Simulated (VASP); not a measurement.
# ZrO2 (Fm-3m) in VASP: further runs

The runs below take ZrO2 through single point, with r2SCAN.

All numbers are computed with VASP 6.6.1; they aren't measurements. Logs are shortened: lines on timing, memory, paths and dates and some standing lists are left out, and cuts for length are marked.

## 1. The cell of the first run

The structure is cubic, space group Fm-3m (No. 225). Conventional cell: a = 5.070 Å, b = 5.070 Å, c = 5.070 Å, α = 90.00°, β = 90.00°, γ = 90.00°. Zr (site symmetry m-3m) has 8 O at 2.20 Å within 2.9 Å. O (site symmetry -43m) has 4 Zr at 2.20 Å and 6 O at 2.54 Å within 2.9 Å.

## 2. Single point, r2SCAN

Contents of POSCAR:

```
ZrO2
1.0
    0.0000000000      2.5350000000      2.5350000000
    2.5350000000      0.0000000000      2.5350000000
    2.5350000000      2.5350000000      0.0000000000
Zr O
1 2
Direct
    0.0000000000      0.0000000000      0.0000000000
    0.2500000000      0.2500000000      0.2500000000
    0.7500000000      0.7500000000      0.7500000000
```

Contents of INCAR.step1:

```
  PREC = Accurate
  ENCUT = 660
  ISMEAR = 0
  SIGMA = 0.01
  LREAL = False
  LASPH = True
  NELM = 120
  NBANDS = 19
  GGA = PE
  ALGO = Normal
  EDIFF = 1E-5
  LWAVE = True
  LCHARG = False
  GGA_COMPAT = False
```

Contents of INCAR.step2:

```
  PREC = Accurate
  ENCUT = 660
  EDIFF = 1E-6
  ISMEAR = 0
  SIGMA = 0.01
  LREAL = False
  LASPH = True
  NELM = 120
  ALGO = Normal
  ISIF = 2
  LWAVE = False
  LCHARG = False
  METAGGA = R2SCAN
  LMIXTAU = True
  NBANDS = 19
  ISTART = 1
  GGA_COMPAT = False
```

Contents of KPOINTS:

```
Automatic mesh
0
Gamma
  6 6 6
```

Potentials or basis: VASP PAW PBE potentials, release 64 (Zr_sv, O).

The run is started by

```sh
> cat potpaw_PBE.64/Zr_sv/POTCAR potpaw_PBE.64/O/POTCAR > POTCAR
> cp INCAR.step1 INCAR
> mpirun -np 1 vasp_std > vasp.out
> cp INCAR.step2 INCAR
> mpirun -np 1 vasp_std > vasp.out
```

OUTCAR:

```text
PREC = Accurate
   ENCUT = 660
   EDIFF = 1E-6
   ISMEAR = 0
   LREAL = False
   LASPH = True
   NELM = 120
   ISIF = 2
   METAGGA = R2SCAN
   ISTART = 1

 ion  position               nearest neighbor table
   1  0.000  0.000  0.000-   3 2.20   3 2.20   3 2.20   2 2.20   3 2.20   2 2.20   2 2.20   2 2.20

   2  0.250  0.250  0.250-   1 2.20   1 2.20   1 2.20   1 2.20
   3  0.750  0.750  0.750-   1 2.20   1 2.20   1 2.20   1 2.20

  LATTYP: Found a face centered cubic cell.
 ALAT       =     5.0700000000

  Lattice vectors:

 A1 = (   0.0000000000,   2.5350000000,   2.5350000000)
 A2 = (   2.5350000000,   0.0000000000,   2.5350000000)
 A3 = (   2.5350000000,   2.5350000000,   0.0000000000)

Analysis of symmetry for initial positions (statically):
=====================================================================
 Subroutine PRICEL returns:
 Original cell was already a primitive cell.

 Routine SETGRP: Setting up the symmetry group for a
 face centered cubic supercell.

 Subroutine GETGRP returns: Found 48 space group operations
 (whereof 48 operations were pure point group operations)
 out of a pool of 48 trial point group operations.

The static configuration has the point symmetry O_h .

Analysis of symmetry for dynamics (positions and initial velocities):
=====================================================================
 Subroutine PRICEL returns:
 Original cell was already a primitive cell.

 Routine SETGRP: Setting up the symmetry group for a
 face centered cubic supercell.

 Subroutine GETGRP returns: Found 48 space group operations
 (whereof 48 operations were pure point group operations)
 out of a pool of 48 trial point group operations.

The dynamic configuration has the point symmetry O_h .

 Subroutine INISYM returns: Found 48 space group operations
 (whereof 48 operations are pure point group operations),
 and found     1 'primitive' translations

----------------------------------------------------------------------------------------

                                     Primitive cell

  volume of cell :      32.5810

  direct lattice vectors                    reciprocal lattice vectors
     0.000000000  2.535000000  2.535000000    -0.197238659  0.197238659  0.197238659
     2.535000000  0.000000000  2.535000000     0.197238659 -0.197238659  0.197238659
     2.535000000  2.535000000  0.000000000     0.197238659  0.197238659 -0.197238659

  length of vectors
     3.585031381  3.585031381  3.585031381     0.341627378  0.341627378  0.341627378

  position of ions in fractional coordinates (direct lattice)
     0.000000000  0.000000000  0.000000000
     0.250000000  0.250000000  0.250000000
     0.750000000  0.750000000  0.750000000

  ion indices of the primitive-cell ions
   primitive index   ion index
                 1           1
                 2           2
                 3           3

----------------------------------------------------------------------------------------

 KPOINTS: Automatic mesh

Automatic generation of k-mesh.
 Grid dimensions read from file:
 generate k-points for:    6    6    6

 Generating k-lattice:

  Cartesian coordinates                     Fractional coordinates (reciprocal lattice)
    -0.032873110  0.032873110  0.032873110     0.166666667  0.000000000  0.000000000
     0.032873110 -0.032873110  0.032873110     0.000000000  0.166666667  0.000000000
     0.032873110  0.032873110 -0.032873110     0.000000000  0.000000000  0.166666667

  Length of vectors
     0.056937896  0.056937896  0.056937896

  Shift w.r.t. Gamma in fractional coordinates (k-lattice)
     0.000000000  0.000000000  0.000000000

 Subroutine IBZKPT returns following result:
 ===========================================

 Found     16 irreducible k-points:

 Following reciprocal coordinates:
            Coordinates               Weight
  0.000000  0.000000  0.000000      1.000000
  0.166667  0.000000  0.000000      8.000000
  0.333333  0.000000  0.000000      8.000000
  0.500000  0.000000  0.000000      4.000000
  0.166667  0.166667  0.000000      6.000000
  0.333333  0.166667  0.000000     24.000000
[... 8 lines left out ...]
 -0.333333  0.333333  0.166667     24.000000
 -0.333333  0.500000  0.166667     12.000000
   k-points           NKPTS =     16   k-points in BZ     NKDIM =     16   number of bands    NBANDS=     19
   number of dos      NEDOS =    301   number of ions     NIONS =      3
   total plane-waves  NPLWV =  27000
   dimension x,y,z NGX =    30 NGY =   30 NGZ =   30
   dimension x,y,z NGXF=    60 NGYF=   60 NGZF=   60
   ions per type =               1   2
   NGX,Y,Z   is equivalent  to a cutoff of  13.91, 13.91, 13.91 a.u.
   NGXF,Y,Z  is equivalent  to a cutoff of  27.82, 27.82, 27.82 a.u.
 SYSTEM =  unknown system
   PREC   = accura    normal or accurate (medium, high low for compatibility)
   ISTART =      1    job   : 0-new  1-cont  2-samecut
   ICHARG =      0    charge: 1-file 2-atom 10-const
   ISPIN  =      1    spin polarized calculation?
   LNONCOLLINEAR =      F non collinear calculations
   LSORBIT =      F    spin-orbit coupling
   LASPH  =      T    aspherical Exc in radial PAW
   ENCUT  =  660.0 eV  48.51 Ry    6.96 a.u.   7.51  7.51  7.51*2*pi/ulx,y,z
   NELM   =    120;   NELMIN=  2; NELMDL=  0     # of ELM steps
   EDIFF  = 0.1E-05   stopping-criterion for ELM
   LREAL  =      F    real-space projection
[... 7 lines left out ...]
   TEBEG  =    0.0;   TEEND  =   0.0 temperature during run
   PSTRESS=    0.0 pullay stress
   NELECT =      24.0000    total number of electrons
   NUPDOWN=      -1.0000    fix difference up-down
   EMIN   =  10.00;   EMAX   =-10.00  energy-range for DOS
   EFERMI =   0.00;   METHOD = LEGACY
   ISMEAR =     0;   SIGMA  =   0.01  broadening in eV -4-tet -1-fermi 0-gaus
   EFERMI_NEDOS =   21; number of points for ismear=-14 and -15
   IALGO  =     38    algorithm
   IMIX   =      4    mixing-type and parameters
     AMIX     =   0.40;   BMIX     =  1.00
     AMIX_MAG =   1.60;   BMIX_MAG =  1.00
  volume/ion in A,a.u.               =      10.86        73.29
  Fermi-wavevector in a.u.,A,eV,Ry     =   1.478509  2.793977 29.742181  2.185989
  Thomas-Fermi vector in A             =   2.592781
   LORBIT       =      0    0 simple, 1 ext, 2 COOP (PROOUT), +10 PAW based schemes
   METAGGA = R2SCAN    functional components
   LHFCALC =     F    Hartree Fock is set to
   AEXX    =    0.0000 exact exchange contribution
   IVDW    =     0    specifies the selected vdW correction
   LEPSILON=     F    determine dielectric tensor
   LRPA    =     F    only Hartree local field effects (RPA)
 non-spin polarized calculation
 Gauss-broadening in eV      SIGMA  =   0.01
  energy-cutoff  :      660.00
  volume of cell :       32.58
 maximum number of plane-waves:      1278
   NGX = 15   NGY = 15   NGZ = 15

 number of electron      23.9999997 magnetization

 Free energy of the ion-electron system (eV)
  ---------------------------------------------------
  ext. energy  EPLUGINS =         0.00000000
  ---------------------------------------------------
  free energy    TOTEN  =       -45.86122715 eV

  energy without entropy =      -45.86122715  energy(sigma->0) =      -45.86122715

 E-fermi :   7.2510     XC(G=0): -12.6007

 val. band max:        7.0452621867   @ k =   0.5000   0.5000   0.0000
 cond. band min:      10.9543414848   @ k =   0.0000   0.0000   0.0000
 fundamental gap:      3.9090792981
 Fermi energy:         7.2509680206

 k-point     1 :       0.0000    0.0000    0.0000
  band No.  band energies     occupation
      1     -42.4823      2.00000
      2     -19.5779      2.00000
      3     -19.5779      2.00000
      4     -19.5779      2.00000
      5     -12.2046      2.00000
      6      -9.6313      2.00000
[... 11 lines left out ...]
     18      17.1678      0.00000
     19      22.3770      0.00000

 k-point     2 :       0.1667    0.0000    0.0000
  band No.  band energies     occupation
      1     -42.4694      2.00000
      2     -19.7904      2.00000
      3     -19.5966      2.00000
      4     -19.5966      2.00000
      5     -11.8174      2.00000
      6      -9.8853      2.00000
[... 11 lines left out ...]
     18      16.7746      0.00000
     19      21.8723      0.00000

 k-point     3 :       0.3333    0.0000    0.0000
  band No.  band energies     occupation
      1     -42.4434      2.00000
      2     -20.1702      2.00000
      3     -19.6339      2.00000
      4     -19.6339      2.00000
      5     -11.2769      2.00000
      6     -10.0888      2.00000
[... 11 lines left out ...]
     18      17.1861      0.00000
     19      21.4586      0.00000

 k-point     4 :       0.5000    0.0000    0.0000
  band No.  band energies     occupation
      1     -42.4304      2.00000
      2     -20.3426      2.00000
      3     -19.6523      2.00000
      4     -19.6523      2.00000
      5     -11.2469      2.00000
      6      -9.9143      2.00000
[... 11 lines left out ...]
     18      16.6636      0.00000
     19      22.3386      0.00000

 k-point     5 :       0.1667    0.1667    0.0000
  band No.  band energies     occupation
      1     -42.4651      2.00000
      2     -19.8167      2.00000
      3     -19.6245      2.00000
      4     -19.6245      2.00000
      5     -11.6663      2.00000
      6      -9.9879      2.00000
[... 11 lines left out ...]
     18      16.6103      0.00000
     19      22.2010      0.00000
[... 158 lines left out ...]
      2     -20.4143      2.00000
      3     -19.7624      2.00000
      4     -19.7624      2.00000
      5     -10.8651      2.00000
      6      -9.9816      2.00000
[... 11 lines left out ...]
     18      21.3039      0.00000
     19      21.5902      0.00000

 k-point    14 :       0.5000    0.3333    0.1667
  band No.  band energies     occupation
      1     -42.4262      2.00000
      2     -20.1904      2.00000
      3     -19.8613      2.00000
      4     -19.6977      2.00000
      5     -10.5867      2.00000
      6     -10.4825      2.00000
[... 11 lines left out ...]
     18      18.5608      0.00000
     19      22.9386      0.00000

 k-point    15 :      -0.3333    0.3333    0.1667
  band No.  band energies     occupation
      1     -42.4175      2.00000
      2     -20.1779      2.00000
      3     -19.9974      2.00000
      4     -19.7244      2.00000
      5     -10.6122      2.00000
      6     -10.2839      2.00000
[... 11 lines left out ...]
     18      19.1174      0.00000
     19      23.3604      0.00000

 k-point    16 :      -0.3333    0.5000    0.1667
  band No.  band energies     occupation
      1     -42.4132      2.00000
      2     -20.2629      2.00000
      3     -19.9379      2.00000
      4     -19.7655      2.00000
      5     -10.6285      2.00000
      6     -10.1877      2.00000
[... 11 lines left out ...]
     18      20.2290      0.00000
     19      23.0069      0.00000

------------------------ aborting loop because EDIFF is reached ----------------------------------------

  FORCE on cell =-STRESS in cart. coord.  units (eV):
  Direction    XX          YY          ZZ          XY          YZ          ZX
  --------------------------------------------------------------------------------------
  -------------------------------------------------------------------------------------
  Total        0.6158560      0.6158560      0.6158560      0.0000000     -0.0000000      0.0000000
  in kB       30.2848803     30.2848803     30.2848803      0.0000000     -0.0000000      0.0000000
  external PRESSURE =      30.2848803 kB  Pullay stress =       0.0000000 kB

 VOLUME and BASIS-vectors are now :
 -----------------------------------------------------------------------------
  energy-cutoff  :      660.00
  volume of cell :       32.58
      direct lattice vectors                 reciprocal lattice vectors
     0.000000000  2.535000000  2.535000000    -0.197238659  0.197238659  0.197238659
     2.535000000  0.000000000  2.535000000     0.197238659 -0.197238659  0.197238659
     2.535000000  2.535000000  0.000000000     0.197238659  0.197238659 -0.197238659

 POSITION                                       TOTAL-FORCE (eV/Angst)
 -----------------------------------------------------------------------------------
      0.00000      0.00000      0.00000        -0.000000     -0.000000      0.000000
      1.26750      1.26750      1.26750        -0.000000     -0.000000      0.000000
      3.80250      3.80250      3.80250         0.000000      0.000000     -0.000000
 -----------------------------------------------------------------------------------
    total drift:                                0.000000     -0.000000      0.000000

  FREE ENERGIE OF THE ION-ELECTRON SYSTEM (eV)
  ---------------------------------------------------
  free  energy   TOTEN  =       -45.8612271549 eV

  energy  without entropy=      -45.8612271549  energy(sigma->0) =      -45.86122715
```

It took 66 s on 1 thread of Intel Xeon Platinum 8259CL at 2.50GHz (Skylake/Cascade Lake), shared host; peak memory 0.18 GiB.

What came out:

```yaml
Free_energy: -45.8612 eV
Pressure: 3.0 GPa
Band_gap_on_the_k_mesh: 3.91 eV (least direct gap 4.32 eV)
```

Caveat: the cell stands under pressure; the PAW data sets were made with another functional, which shifts forces and pressure a little. r2SCAN opens gaps a little over a GGA but as a rule still falls short of measured ones.

## 3. Single point, r2SCAN

This run uses another cell than the first one, of 11.13 Å³/atom.

Contents of POSCAR:

```
ZrO2
1.0
    0.0000000000      2.5559513633      2.5559513633
    2.5559513633      0.0000000000      2.5559513633
    2.5559513633      2.5559513633      0.0000000000
Zr O
1 2
Direct
    0.0000000000      0.0000000000      0.0000000000
    0.2500000000      0.2500000000      0.2500000000
    0.7500000000      0.7500000000      0.7500000000
```

Contents of INCAR.step1:

```
PREC     = Accurate       # precision mode
ENCUT    = 660            # plane-wave cutoff, eV
ISMEAR   = 0              # smearing method
SIGMA    = 0.01           # smearing width, eV
LREAL    = False          # projectors in reciprocal space
LASPH    = True           # aspherical terms in the spheres
NELM     = 120            # most SCF steps
NBANDS   = 19             # bands
GGA      = PE             # functional
ALGO     = Normal         # electronic algorithm
EDIFF    = 1E-5           # SCF threshold, eV
LWAVE    = True           # write WAVECAR
LCHARG   = False          # write CHGCAR
GGA_COMPAT= False
```

Contents of INCAR.step2:

```
PREC     = Accurate       # precision mode
ENCUT    = 660            # plane-wave cutoff, eV
EDIFF    = 1E-6           # SCF threshold, eV
ISMEAR   = 0              # smearing method
SIGMA    = 0.01           # smearing width, eV
LREAL    = False          # projectors in reciprocal space
LASPH    = True           # aspherical terms in the spheres
NELM     = 120            # most SCF steps
ALGO     = Normal         # electronic algorithm
ISIF     = 2              # what is computed and relaxed
LWAVE    = False          # write WAVECAR
LCHARG   = True           # write CHGCAR
METAGGA  = R2SCAN         # meta-GGA
LMIXTAU  = True         
LELF     = True           # ELF
LVHAR    = True         
NBANDS   = 19             # bands
ISTART   = 1            
GGA_COMPAT= False
```

Contents of KPOINTS:

```
regular mesh
0
Gamma
  6 6 6
```

Potentials or basis: VASP PAW PBE potentials, release 64 (Zr_sv, O).

The run is started by

```sh
> cat potpaw_PBE.64/Zr_sv/POTCAR potpaw_PBE.64/O/POTCAR > POTCAR
> cp INCAR.step1 INCAR
> mpirun -np 1 vasp_std > vasp.out
> cp INCAR.step2 INCAR
> mpirun -np 1 vasp_std > vasp.out
```

Wall time 67 s (1 thread of Intel Xeon Platinum 8259CL at 2.50GHz (Skylake/Cascade Lake), shared host); peak memory 0.18 GiB.

Results (log left out):

```yaml
Free_energy: -45.8627 eV
Pressure: -3.3 GPa
Band_gap_on_the_k_mesh: 3.83 eV (least direct gap 4.23 eV)
```

Levels at points of the mesh, in eV from the valence-band top:
```csv
k point,band 9,band 10,band 11,band 12,band 13,band 14,band 15,band 16
"(0.00, 0.00, 0.00)",-5.24,-0.54,-0.54,-0.54,3.83,3.83,7.08,9.81
"(0.50, 0.00, 0.00)",-2.56,-2.48,-1.67,-1.67,4.43,4.43,6.50,8.90
"(0.50, 0.50, 0.00)",-3.20,-1.50,-1.50,0.00,4.23,5.18,6.26,7.70
```

Caveat: the cell stands under tension; the PAW data sets were made with another functional, which shifts forces and pressure a little. r2SCAN opens gaps a little over a GGA but as a rule still falls short of measured ones.
